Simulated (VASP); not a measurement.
TiO2:

```
CELL_PARAMETERS angstrom
3.41246 0.00000 0.00000
0.00000 3.41246 0.00000
0.00000 0.00000 4.96029
ATOMIC_POSITIONS crystal
Ti 0.50000 0.50000 0.50000
Ti 0.00000 0.00000 0.00000
O 0.00000 0.50000 0.69721
O 0.50000 0.00000 0.80279
O 0.50000 0.00000 0.30279
O 0.00000 0.50000 0.19721
```

```yaml
Program: VASP 6.6.1
Task: relaxation of cell and atoms
Functional: PBE
Potentials_or_basis: VASP PAW PBE potentials, release 64 (Ti_sv, O)
Cutoff: 600 eV
k_mesh: 6 × 6 × 6
Occupations: fermi-dirac, width 0.02 eV
Spin: no spin polarisation
```

At the start: pressure -1.2 GPa; volume 9.63 Å³/atom.

Task: How do energy, volume and symmetry change on relaxing?

Result: Over 20 steps the energy falls by 52.1 meV/atom and the volume is 10.20 Å³/atom (+5.9 %); space group P4_2/nmc (No. 137, to 0.1 Å) before and after.

Step by step:
```tsv
step	energy change (eV)	largest force (eV/Å)	pressure (GPa)	volume (Å³)
1	0.0000	0.7079	-1.21	57.76
2	-0.0885	0.5423	3.05	57.16
3	-0.1338	0.2382	9.36	56.39
4	-0.1695	0.1883	8.35	56.80
5	-0.2475	0.0259	5.91	58.05
6	-0.2804	0.3421	2.83	60.58
7	-0.2864	0.2482	3.43	59.93
8	-0.3021	0.1018	0.93	60.45
9	-0.3055	0.0007	-0.72	60.82
10	-0.3086	0.0161	-0.33	60.74
11	-0.3103	0.0385	0.24	60.63
12	-0.3104	0.0417	0.33	60.62
13	-0.3107	0.0472	0.16	60.70
14	-0.3112	0.0655	-0.40	60.96
15	-0.3115	0.0586	-0.37	60.97
16	-0.3121	0.0385	-0.10	61.00
17	-0.3123	0.0022	0.42	61.05
18	-0.3124	0.0106	0.24	61.03
19	-0.3125	0.0069	0.13	61.10
20	-0.3125	0.0025	-0.06	61.19
```

Final structure:
```yaml
crystal:
  lattice:
    - [3.39273, 0.00000, 0.00000]
    - [0.00000, 3.39273, 0.00000]
    - [0.00000, 0.00000, 5.31614]
  atoms:
    - { symbol: Ti, position: [0.50000, 0.50000, 0.50000] }
    - { symbol: Ti, position: [0.00000, 0.00000, 0.00000] }
    - { symbol: O, position: [0.00000, 0.50000, 0.65888] }
    - { symbol: O, position: [0.50000, 0.00000, 0.84112] }
    - { symbol: O, position: [0.50000, 0.00000, 0.34112] }
    - { symbol: O, position: [0.00000, 0.50000, 0.15888] }
```
